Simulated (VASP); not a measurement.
# Mg (Im-3m) in VASP: single point with PBE

Aim: the single point of Mg with PBE.

Everything below comes from runs of VASP 6.6.1. Logs are shortened: lines on timing, memory, paths and dates and some standing lists are left out, and cuts for length are marked.

## Step 1: The cell of the first run

The structure is cubic, space group Im-3m (No. 229). Conventional cell: a = 3.579 Å, b = 3.579 Å, c = 3.579 Å, α = 90.00°, β = 90.00°, γ = 90.00°. Within 4.1 Å of Mg (site symmetry m-3m) lie 14 Mg at 3.10 to 3.58 Å.

This isn't the form of Mg at room conditions, which is hcp.

## Step 2: Single point, PBE

INCAR reads:

```
  PREC = Accurate
  ENCUT = 600
  EDIFF = 1E-6
  ISMEAR = -1
  SIGMA = 0.1
  LREAL = False
  LASPH = True
  NELM = 120
  ALGO = Normal
  ISIF = 2
  LWAVE = False
  LCHARG = True
  GGA = PE
  LELF = True
  LVHAR = True
  NBANDS = 7
  GGA_COMPAT = False
```

KPOINTS reads:

```
Automatic mesh
0
Gamma
  6 6 6
```

POSCAR reads:

```
Mg
1.0
   -1.7896438148      1.7896438148      1.7896438148
    1.7896438148     -1.7896438148      1.7896438148
    1.7896438148      1.7896438148     -1.7896438148
Mg
1
Direct
    0.0000000000      0.0000000000      0.0000000000
```

Potentials or basis: VASP PAW PBE potentials, release 64 (Mg).

Run with:

```bash
cat potpaw_PBE.64/Mg/POTCAR > POTCAR
mpirun -np 1 vasp_std > vasp.out
```

OUTCAR:

```text
PREC = Accurate
   ENCUT = 600
   EDIFF = 1E-6
   ISMEAR = -1
   LREAL = False
   LASPH = True
   NELM = 120
   ISIF = 2
   GGA = PE

 ion  position               nearest neighbor table
   1  0.000  0.000  0.000-

  LATTYP: Found a body centered cubic cell.
 ALAT       =     3.5792876296

  Lattice vectors:

 A1 = (  -1.7896438148,   1.7896438148,   1.7896438148)
 A2 = (   1.7896438148,  -1.7896438148,   1.7896438148)
 A3 = (   1.7896438148,   1.7896438148,  -1.7896438148)

Analysis of symmetry for initial positions (statically):
=====================================================================
 Subroutine PRICEL returns:
 Original cell was already a primitive cell.

 Routine SETGRP: Setting up the symmetry group for a
 body centered cubic supercell.

 Subroutine GETGRP returns: Found 48 space group operations
 (whereof 48 operations were pure point group operations)
 out of a pool of 48 trial point group operations.

The static configuration has the point symmetry O_h .

Analysis of symmetry for dynamics (positions and initial velocities):
=====================================================================
 Subroutine PRICEL returns:
 Original cell was already a primitive cell.

 Routine SETGRP: Setting up the symmetry group for a
 body centered cubic supercell.

 Subroutine GETGRP returns: Found 48 space group operations
 (whereof 48 operations were pure point group operations)
 out of a pool of 48 trial point group operations.

The dynamic configuration has the point symmetry O_h .

 Subroutine INISYM returns: Found 48 space group operations
 (whereof 48 operations are pure point group operations),
 and found     1 'primitive' translations

----------------------------------------------------------------------------------------

                                     Primitive cell

  volume of cell :      22.9277

  direct lattice vectors                    reciprocal lattice vectors
    -1.789643815  1.789643815  1.789643815     0.000000000  0.279385203  0.279385203
     1.789643815 -1.789643815  1.789643815     0.279385203  0.000000000  0.279385203
     1.789643815  1.789643815 -1.789643815     0.279385203  0.279385203  0.000000000

  length of vectors
     3.099754015  3.099754015  3.099754015     0.395110343  0.395110343  0.395110343

  position of ions in fractional coordinates (direct lattice)
     0.000000000  0.000000000  0.000000000

  ion indices of the primitive-cell ions
   primitive index   ion index
                 1           1

----------------------------------------------------------------------------------------

 KPOINTS: Automatic mesh

Automatic generation of k-mesh.
 Grid dimensions read from file:
 generate k-points for:    6    6    6

 Generating k-lattice:

  Cartesian coordinates                     Fractional coordinates (reciprocal lattice)
     0.000000000  0.046564200  0.046564200     0.166666667  0.000000000  0.000000000
     0.046564200  0.000000000  0.046564200     0.000000000  0.166666667  0.000000000
     0.046564200  0.046564200  0.000000000     0.000000000  0.000000000  0.166666667

  Length of vectors
     0.065851724  0.065851724  0.065851724

  Shift w.r.t. Gamma in fractional coordinates (k-lattice)
     0.000000000  0.000000000  0.000000000

 Subroutine IBZKPT returns following result:
 ===========================================

 Found     16 irreducible k-points:

 Following reciprocal coordinates:
            Coordinates               Weight
  0.000000  0.000000  0.000000      1.000000
  0.166667  0.000000  0.000000     12.000000
  0.333333  0.000000  0.000000     12.000000
  0.500000  0.000000  0.000000      6.000000
  0.166667  0.166667  0.000000     24.000000
  0.333333  0.166667  0.000000     48.000000
  0.333333  0.333333  0.000000      8.000000
  0.166667  0.166667  0.166667      8.000000
  0.333333  0.166667  0.166667     12.000000
 -0.166667  0.166667  0.166667      6.000000
 -0.333333  0.333333  0.166667     24.000000
  0.500000  0.500000  0.166667     12.000000
 -0.333333  0.500000  0.166667     24.000000
 -0.333333  0.333333  0.333333      6.000000
  0.500000  0.500000  0.333333     12.000000
  0.500000  0.500000  0.500000      1.000000
   k-points           NKPTS =     16   k-points in BZ     NKDIM =     16   number of bands    NBANDS=      7
   number of dos      NEDOS =    301   number of ions     NIONS =      1
   total plane-waves  NPLWV =  21952
   dimension x,y,z NGX =    28 NGY =   28 NGZ =   28
   dimension x,y,z NGXF=    56 NGYF=   56 NGZF=   56
   ions per type =               1
   NGX,Y,Z   is equivalent  to a cutoff of  15.02, 15.02, 15.02 a.u.
   NGXF,Y,Z  is equivalent  to a cutoff of  30.03, 30.03, 30.03 a.u.
 SYSTEM =  unknown system
   PREC   = accura    normal or accurate (medium, high low for compatibility)
   ISTART =      0    job   : 0-new  1-cont  2-samecut
   ICHARG =      2    charge: 1-file 2-atom 10-const
   ISPIN  =      1    spin polarized calculation?
   LNONCOLLINEAR =      F non collinear calculations
   LSORBIT =      F    spin-orbit coupling
   LASPH  =      T    aspherical Exc in radial PAW
   ENCUT  =  600.0 eV  44.10 Ry    6.64 a.u.   6.19  6.19  6.19*2*pi/ulx,y,z
   NELM   =    120;   NELMIN=  2; NELMDL= -5     # of ELM steps
   EDIFF  = 0.1E-05   stopping-criterion for ELM
   LREAL  =      F    real-space projection
   EDIFFG = 0.1E-04   stopping-criterion for IOM
   NSW    =      0    number of steps for IOM
   IBRION =     -1    ionic relax: 0-MD 1-quasi-New 2-CG
   NFREE  =      0    steps in history (QN), initial steepest desc. (CG)
   ISIF   =      2    stress and relaxation
   ISYM   =      2    0-nonsym 1-usesym 2-fastsym
   POTIM  = 0.5000    time-step for ionic-motion
   TEBEG  =    0.0;   TEEND  =   0.0 temperature during run
   PSTRESS=    0.0 pullay stress
   NELECT =       2.0000    total number of electrons
   NUPDOWN=      -1.0000    fix difference up-down
   EMIN   =  10.00;   EMAX   =-10.00  energy-range for DOS
   EFERMI =   0.00;   METHOD = LEGACY
   ISMEAR =    -1;   SIGMA  =   0.10  broadening in eV -4-tet -1-fermi 0-gaus
   EFERMI_NEDOS =   21; number of points for ismear=-14 and -15
   IALGO  =     38    algorithm
   IMIX   =      4    mixing-type and parameters
     AMIX     =   0.40;   BMIX     =  1.00
     AMIX_MAG =   1.60;   BMIX_MAG =  1.00
  volume/ion in A,a.u.               =      22.93       154.72
  Fermi-wavevector in a.u.,A,eV,Ry     =   0.726047  1.372030  7.172238  0.527145
  Thomas-Fermi vector in A             =   1.816922
   LORBIT       =      0    0 simple, 1 ext, 2 COOP (PROOUT), +10 PAW based schemes
   GGA     = PE    functional components
   LHFCALC =     F    Hartree Fock is set to
   AEXX    =    0.0000 exact exchange contribution
   IVDW    =     0    specifies the selected vdW correction
   LEPSILON=     F    determine dielectric tensor
   LRPA    =     F    only Hartree local field effects (RPA)
 non-spin polarized calculation
  energy-cutoff  :      600.00
  volume of cell :       22.93
 maximum number of plane-waves:       784
 NGX is ok and might be reduce to    28
   NGX = 13   NGY = 13   NGZ = 13

 number of electron       2.0000000 magnetization

 Free energy of the ion-electron system (eV)
  ---------------------------------------------------
  ext. energy  EPLUGINS =         0.00000000
  ---------------------------------------------------
  free energy    TOTEN  =        -1.49213243 eV

  energy without entropy =       -1.48025402  energy(sigma->0) =       -1.48619323

 E-fermi :   2.7621     XC(G=0):  -8.4981

 val. band max:        2.3780712239   @ k =   0.5000   0.5000   0.1667
 cond. band min:       2.9525651569   @ k =   0.3333   0.1667   0.1667
 fundamental gap:      0.5744939331
 Fermi energy:         2.7621388534

 k-point     1 :       0.0000    0.0000    0.0000
  band No.  band energies     occupation
      1      -4.2933      2.00000
      2      15.6812      0.00000
      3      15.6812      0.00000
      4      15.6812      0.00000
      5      17.6989      0.00000
      6      17.6990      0.00000
      7      17.7848      0.00000

 k-point     2 :       0.1667    0.0000    0.0000
  band No.  band energies     occupation
      1      -3.6406      2.00000
      2      11.0474      0.00000
      3      13.7217      0.00000
      4      13.9477      0.00000
      5      15.1325      0.00000
      6      16.0625      0.00000
      7      18.5285      0.00000

 k-point     3 :       0.3333    0.0000    0.0000
  band No.  band energies     occupation
      1      -1.7091      2.00000
      2       5.7540      0.00000
      3      11.9112      0.00000
      4      12.4861      0.00000
      5      13.4293      0.00000
      6      14.7096      0.00000
      7      20.1625      0.00000

 k-point     4 :       0.5000    0.0000    0.0000
  band No.  band energies     occupation
      1       1.1693      2.00000
      2       1.7444      1.99992
      3      11.2879      0.00000
      4      11.9944      0.00000
      5      12.8616      0.00000
      6      14.1588      0.00000
      7      21.7796      0.00000

 k-point     5 :       0.1667    0.1667    0.0000
  band No.  band energies     occupation
      1      -2.3485      2.00000
      2       8.3720      0.00000
      3       9.1233      0.00000
      4      12.4259      0.00000
      5      15.6745      0.00000
      6      16.5391      0.00000
      7      19.6482      0.00000

 k-point     6 :       0.3333    0.1667    0.0000
  band No.  band energies     occupation
      1       0.1781      2.00000
      2       3.9268      0.00002
      3       7.6228      0.00000
      4      11.3271      0.00000
      5      14.9648      0.00000
      6      17.8635      0.00000
      7      19.1819      0.00000

 k-point     7 :       0.3333    0.3333    0.0000
  band No.  band energies     occupation
      1       2.9621      0.23859
      2       2.9621      0.23859
      3       4.0959      0.00000
      4      10.7644      0.00000
      5      17.4725      0.00000
      6      17.4725      0.00000
      7      18.6577      0.00000

 k-point     8 :       0.1667    0.1667    0.1667
  band No.  band energies     occupation
      1      -0.4449      2.00000
      2       6.5607      0.00000
      3       6.5607      0.00000
      4       8.0872      0.00000
      5      20.3612      0.00000
      6      20.3613      0.00000
      7      20.7317      0.00000

 k-point     9 :       0.3333    0.1667    0.1667
  band No.  band energies     occupation
      1       2.3619      1.96412
      2       2.9526      0.25925
      3       5.9566      0.00000
      4       7.1674      0.00000
      5      20.4487      0.00000
      6      20.4849      0.00000
      7      22.6033      0.00000

 k-point    10 :      -0.1667    0.1667    0.1667
  band No.  band energies     occupation
      1      -2.9923      2.00000
      2      11.0343      0.00000
      3      11.0343      0.00000
      4      11.8340      0.00000
      5      13.6962      0.00000
      6      16.9564      0.00000
      7      19.2457      0.00000

 k-point    11 :      -0.3333    0.3333    0.1667
  band No.  band energies     occupation
      1      -1.0736      2.00000
      2       6.3233      0.00000
      3       9.3340      0.00000
      4      10.8592      0.00000
      5      13.9688      0.00000
      6      16.2121      0.00000
      7      18.1818      0.00000

 k-point    12 :       0.5000    0.5000    0.1667
  band No.  band energies     occupation
      1       1.7676      1.99990
      2       2.3781      1.95795
      3       8.7659      0.00000
      4      10.3115      0.00000
      5      15.6962      0.00000
      6      16.2861      0.00000
      7      16.4144      0.00000

 k-point    13 :      -0.3333    0.5000    0.1667
  band No.  band energies     occupation
      1       1.4130      2.00000
      2       4.7677      0.00000
      3       5.6229      0.00000
      4      12.0549      0.00000
      5      13.1279      0.00000
      6      15.6349      0.00000
      7      16.7507      0.00000

 k-point    14 :      -0.3333    0.3333    0.3333
  band No.  band energies     occupation
      1       0.8063      2.00000
      2       7.6394      0.00000
      3       7.6394      0.00000
      4       7.9575      0.00000
      5      10.1392      0.00000
      6      15.6889      0.00000
      7      20.7448      0.00000

 k-point    15 :       0.5000    0.5000    0.3333
  band No.  band energies     occupation
      1       3.5686      0.00063
      2       4.1819      0.00000
      3       7.0762      0.00000
      4       8.2417      0.00000
      5      10.8381      0.00000
      6      12.5845      0.00000
      7      20.8666      0.00000

 k-point    16 :       0.5000    0.5000    0.5000
  band No.  band energies     occupation
      1       6.5150      0.00000
      2       6.5150      0.00000
      3       6.5150      0.00000
      4       6.6624      0.00000
      5       6.6624      0.00000
      6      10.1721      0.00000
      7      25.7903      0.00000

------------------------ aborting loop because EDIFF is reached ----------------------------------------

  FORCE on cell =-STRESS in cart. coord.  units (eV):
  Direction    XX          YY          ZZ          XY          YZ          ZX
  --------------------------------------------------------------------------------------
  -------------------------------------------------------------------------------------
  Total       -0.0048500     -0.0048500     -0.0048500      0.0000000      0.0000000     -0.0000000
  in kB       -0.3389196     -0.3389196     -0.3389196      0.0000000      0.0000000     -0.0000000
  external PRESSURE =      -0.3389196 kB  Pullay stress =       0.0000000 kB

 VOLUME and BASIS-vectors are now :
 -----------------------------------------------------------------------------
  energy-cutoff  :      600.00
  volume of cell :       22.93
      direct lattice vectors                 reciprocal lattice vectors
    -1.789643815  1.789643815  1.789643815     0.000000000  0.279385203  0.279385203
     1.789643815 -1.789643815  1.789643815     0.279385203  0.000000000  0.279385203
     1.789643815  1.789643815 -1.789643815     0.279385203  0.279385203  0.000000000

 POSITION                                       TOTAL-FORCE (eV/Angst)
 -----------------------------------------------------------------------------------
      0.00000      0.00000      0.00000        -0.000000      0.000000     -0.000000
 -----------------------------------------------------------------------------------
    total drift:                                0.000000      0.000000      0.000000

  FREE ENERGIE OF THE ION-ELECTRON SYSTEM (eV)
  ---------------------------------------------------
  free  energy   TOTEN  =        -1.4921324319 eV

  energy  without entropy=       -1.4802540196  energy(sigma->0) =       -1.48619323
```

Run time: 7.9 s. Hardware: 1 thread of AMD EPYC 7R13, shared host; peak memory 0.12 GiB.

What came out:

| Quantity | Value |
| --- | --- |
| Free energy | -1.4921 eV |
| Pressure | 0.0 GPa |
| Band gap on the k mesh | zero (bands 1 and 2 overlap by 4.77 eV) |

Caveat: the k points lie up to 0.41 Å⁻¹ apart, too coarse for converged energies and pressures of a metal.
